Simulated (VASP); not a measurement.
## NiO: single point with PBE

Crystal: NiO.

```
Ni O
1.0
     0.00000    2.19588    1.98674
     2.19588    0.00000    1.98674
     2.19588    2.19588    0.00000
Ni O
1 1
Direct
  0.00000 0.00000 0.00000
  0.50000 0.50000 0.50000
```

This cell differs from its parent crystal: strain +0.050 along x and y, -0.050 along z.

| Property | Result |
| --- | --- |
| Program | VASP 6.6.1 |
| Task | single point |
| Functional | PBE |
| Potentials or basis | VASP PAW PBE potentials, release 64 (Ni, O) |
| Cutoff | 520 eV |
| k mesh | 20 × 20 × 20 |
| Occupations | gaussian, width 0.15 eV |
| Spin | collinear spin, ferromagnetic start |
| Starting moments | [1.61, 0.33] μB |
| Dipole correction | no |
| Further INCAR settings | ALGO = Normal; EDIFF = 1e-06; NBANDS = 19 |

```json
{
  "Pressure": "-2.3 GPa",
  "Net moment": "1.66 μB per cell",
  "Site moments": "Ni +1.37; O +0.25 μB",
  "Valence electrons inside the program's atomic spheres": "Ni 8.94; O 4.96"
}
```

Stress tensor (GPa, compression positive):
```
-6.19  0.00  0.00
 0.00 -6.19  0.00
 0.00  0.00  5.32
```

Levels at points of the mesh, in eV from the Fermi level:
Spin up:
```
           k point  band 7  band 8  band 9  band 10  band 11  band 12
(0.00, 0.00, 0.00)   -2.60   -2.60   -2.22     1.44    17.84    18.62
(0.50, 0.00, 0.00)   -1.31   -0.01    0.55     5.45     9.57    12.66
(0.50, 0.50, 0.00)   -2.09   -1.60   -1.60     6.00    11.17    11.24
(0.50, 0.00, 0.50)   -2.16   -1.60   -1.54     5.97     9.76    12.58
```
Spin down:
| k point | band 4 | band 5 | band 6 | band 7 | band 8 | band 9 | band 10 | band 11 |
| --- | --- | --- | --- | --- | --- | --- | --- | --- |
| (0.00, 0.00, 0.00) | -2.23 | -1.83 | -1.83 | -1.43 | -0.74 | -0.62 | 1.90 | 17.78 |
| (0.50, 0.00, 0.00) | -4.50 | -0.97 | -0.73 | -0.47 | 1.74 | 2.37 | 5.61 | 10.07 |
| (0.50, 0.50, 0.00) | -3.85 | -2.54 | -0.74 | -0.74 | -0.05 | 0.37 | 6.44 | 11.39 |
| (0.50, 0.00, 0.50) | -3.13 | -2.59 | -0.77 | -0.67 | -0.26 | 0.32 | 6.41 | 10.13 |

It took 4.1 min on 1 thread of AMD EPYC 9R45 96-Core Processor (Zen 5), on a shared host, peak memory 0.4 GiB.

Caveat: the cell differs from its parent crystal (strain +0.050 along x and y, -0.050 along z); a cell with one magnetic atom can't hold antiferromagnetic order, which such compounds often take; semilocal functionals often make such compounds metallic where correlation or magnetic order opens a gap, which also shifts bond lengths.
